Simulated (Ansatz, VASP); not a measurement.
**Two plane-wave programs on BaTe**

```
CELL_PARAMETERS angstrom
0.00000 3.56832 3.56832
3.56832 0.00000 3.56832
3.56832 3.56832 0.00000
ATOMIC_POSITIONS crystal
Ba 0.50000 0.50000 0.50000
Te 0.00000 0.00000 0.00000
```

Alike in both runs: task single point; functional PBE; k mesh 8 × 8 × 8; occupations gaussian, width 0.02 eV; no spin polarisation.

|  | VASP | Ansatz |
| --- | --- | --- |
| version | VASP 6.6.1 | Ansatz 0.2.0 |
| potentials or method | VASP PAW PBE potentials, release 64 (Ba_sv, Te), cutoff 520 eV | scalar-relativistic, plane waves, PAW |
| valence electrons in the cell | 16 | 26 |

Ansatz gave:

| Item | Value |
| --- | --- |
| gap on the k mesh at the Fermi level (eV) | 1.71 |
| least direct gap on the mesh (eV) | 2.06 |
| pressure (GPa) | -0.8 |

Q: Which values does VASP return?

A: gap on the k mesh at the Fermi level (eV): 1.64; least direct gap on the mesh (eV): 2.02; pressure (GPa): -0.5.

VASP's potentials hold 16 valence electrons a cell and Ansatz's 26, so a difference there can come from the potentials and not from the codes.

Spin-orbit coupling is off throughout.
